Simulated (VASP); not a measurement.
CoH3, 4 atoms in the cell. It takes space group Pm-3m (No. 221, cubic). Conventional cell: a = 2.613 Å, b = 2.613 Å, c = 2.613 Å, α = 90.00°, β = 90.00°, γ = 90.00°. Co (site symmetry m-3m) has 12 H at 1.85 Å within 2.5 Å. H (site symmetry 4/mmm) has 4 Co at 1.85 Å and 8 H at 1.85 Å within 2.5 Å. 

| Property | Result |
| --- | --- |
| Program | VASP 6.6.1 |
| Task | single point |
| Functional | PBE |
| Potentials or basis | VASP PAW PBE potentials, release 64 (Co, H) |
| Cutoff | 520 eV |
| k mesh | 14 × 14 × 14 |
| Occupations | gaussian, width 0.1 eV |
| Spin | no spin polarisation |
| Dipole correction | no |
| Further INCAR settings | ALGO = Normal; EDIFF = 1e-06; NBANDS = 14 |

Potentials or basis: VASP PAW PBE potentials, release 64 (Co, H).

Launch:

```bash
$ cat potpaw_PBE.64/Co/POTCAR potpaw_PBE.64/H/POTCAR > POTCAR
$ mpirun -np 1 vasp_std > vasp.out
```

Hardware: 1 thread of Intel(R) Xeon(R) Platinum 8488C (Sapphire Rapids), with other jobs on the host.

Question: How long does it take, and how much memory?

Answer: Wall time 15 s on 1 thread of Intel(R) Xeon(R) Platinum 8488C (Sapphire Rapids), on a shared host, peak memory 0.14 GiB. Counts: scf iterations 12, k points 120.
